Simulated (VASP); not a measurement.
Runs of VASP 6.6.1 on Os. The structure is that of space group P6_3/mmc (No. 194), or close to it. The cells are those of the table. 

| task | cell | k mesh for the DOS | occupations for the DOS | gap on the mesh (eV) | pressure (GPa) |
| --- | --- | --- | --- | --- | --- |
| single point | a = 2.697, b = 2.697, c = 4.261 Å, angles 90.0, 90.0, 120.0°, 2 atoms | - | - | none | 17.1 |
| electric field gradients | a = 2.734, b = 2.734, c = 4.363 Å, angles 90.0, 90.0, 120.0°, 2 atoms | - | - | none | -6.8 |
| single point | a = 2.757, b = 2.757, c = 4.355 Å, angles 90.0, 90.0, 120.0°, 2 atoms | - | - | none | -12.4 |
| electric field gradients | a = 2.734, b = 2.734, c = 4.233 Å, angles 90.0, 90.0, 120.0°, 2 atoms | - | - | none | (a) |
| single point | a = 2.688, b = 2.688, c = 4.246 Å, angles 90.0, 90.0, 120.0°, 2 atoms | - | - | none | 22.7 |
| single point | a = 2.788, b = 2.788, c = 4.404 Å, angles 90.0, 90.0, 120.0°, 2 atoms | - | - | none | -24.2 |
| single point | a = 2.816, b = 2.816, c = 4.320 Å, angles 90.0, 90.0, 120.0°, 2 atoms | - | - | none | (b) |

Alike in all rows: level PBEsol; potentials or basis VASP PAW PBE potentials, release 64 (Os); no spin polarisation; k mesh 15 × 15 × 9; cutoff (eV) 520; smearing fermi-dirac 0.05 eV.

**Question.** Fill in the values left out.

**Answer.** (a) 7.4; (b) -23.6.

Caveats: the PAW data sets were made with another functional, which shifts forces and pressure a little; spin-orbit coupling is left out, which moves the levels of the heavy elements.

A k mesh can miss the band edges, and the runs leave out spin-orbit coupling on Os.

A gap of «none» marks levels without a gap at the run's occupations.
